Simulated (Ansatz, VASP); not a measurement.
**Two plane-wave programs on AlTl2AuC6N6**

```xyz
16
Lattice="0.0000 5.6035 5.6035 5.6035 0.0000 5.6035 5.6035 5.6035 0.0000" Properties=species:S:1:pos:R:3 pbc="T T T"
Al    5.6035    5.6035    5.6035
Tl    2.8018    2.8018    2.8018
Tl    8.4053    8.4053    8.4053
C     2.4625    5.6035    5.6035
C     5.6035    2.4625    5.6035
C     5.6035    5.6035    2.4625
C     8.7445    5.6035    5.6035
C     5.6035    8.7445    5.6035
C     5.6035    5.6035    8.7445
Au    5.6035    0.0000    5.6035
N     3.6355    5.6035    5.6035
N     5.6035    3.6355    5.6035
N     5.6035    5.6035    3.6355
N     7.5715    5.6035    5.6035
N     5.6035    7.5715    5.6035
N     5.6035    5.6035    7.5715
```

Alike in both runs: task single point; functional PBE; k mesh 2 × 2 × 2; occupations gaussian, width 0.1 eV; no spin polarisation.

|  | VASP | Ansatz |
| --- | --- | --- |
| version | VASP 6.6.1 | Ansatz 0.2.0 |
| potentials or method | VASP PAW PBE potentials, release 64 (Al, Tl_d, C, Au, N), cutoff 520 eV | scalar-relativistic, plane waves, PAW |
| valence electrons in the cell | 94 | 102 |

|  | VASP | Ansatz | Ansatz less VASP |
| --- | --- | --- | --- |
| gap on the k mesh at the Fermi level (eV) | 0.71 | 0.71 | -0.003 |
| least direct gap on the mesh (eV) | 0.71 | 0.71 | -0.003 |
| pressure (GPa) | 0.3 | 0.0 | -0.28 |
| rms of the force components (eV/Å) | 0.195 | 0.001 | -0.1944 |

Atom by atom the forces differ by 0.195 eV/Å (rms over components). One of these differences is far larger than is usual between the two programs; its cause wasn't traced. VASP's potentials hold 94 valence electrons a cell and Ansatz's 102, so a difference there can come from the potentials and not from the codes.

The k mesh is coarse, so the values compare programs but aren't converged. Spin-orbit coupling is off throughout. Noted on VASP's run: the standard files for N, O and F lose accuracy on very short bonds.
